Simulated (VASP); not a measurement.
Set up this calculation in VASP 6.6.1, as the native input.

- Task: single point
- Functional: PBE
- Potentials or basis: VASP PAW PBE potentials, release 64 (C, N)
- Cutoff: 520 eV
- k mesh: 7 × 3 × 1
- Occupations: gaussian, width 0.1 eV
- Spin: no spin polarisation
- Dipole correction: yes
- Further INCAR settings: ALGO = Normal; EDIFF = 1e-06; NBANDS = 34

The structure of C10N lies in POSCAR:

```
C10N
1.0
    4.2718357705      0.0000000000      0.0000000000
   -2.1359178852      8.6110540228      0.0000000000
    0.0000000000      0.0000000000     20.2788015587
C N
10 1
Direct
    0.1564123854      0.9794914374      0.1972503152
    0.8230790520      0.9794914374      0.1972503152
    0.6461581041      0.9589828748      0.2574344417
    0.3128247708      0.9589828748      0.2574344417
    0.1338042381      0.9383827998      0.3175270229
    0.8045779070      0.9383826011      0.3175270277
    0.6222260717      0.9176686260      0.3778997877
    0.2954419668      0.9176686383      0.3778996956
    0.0947392598      0.8987954532      0.4329047980
    0.8040521936      0.8987947219      0.4329053437
    0.5947392598      1.3987954532      0.3774598843
```

The input as run:

INCAR

```
SYSTEM = C10N
PREC = Accurate
ENCUT = 520
EDIFF = 1E-6
ISMEAR = 0
SIGMA = 0.1
LREAL = .False.
LASPH = .True.
NELM = 60
ALGO = Normal
ISIF = 2
LWAVE = .False.
LCHARG = .False.
LDIPOL = .True.
IDIPOL = 3
DIPOL = 0.5 0.5 0.322
GGA = PE
NBANDS = 34
```

KPOINTS

```
regular mesh
0
Gamma
  7 3 1
  0 0 0
```

Potentials or basis: VASP PAW PBE potentials, release 64 (C, N).

Command:

```sh
$ cat potpaw_PBE.64/C/POTCAR potpaw_PBE.64/N/POTCAR > POTCAR
$ mpirun -np 1 vasp_std > vasp.out
```

It gave:

* Largest force: 7.339 eV/Å
* Band gap on the k mesh: zero (an odd number of electrons rules out a gap without spin polarisation)

Wall time 8.1 min on 1 thread of Intel(R) Xeon(R) 6975P-C (Granite Rapids), on a shared host, peak memory 0.75 GiB.
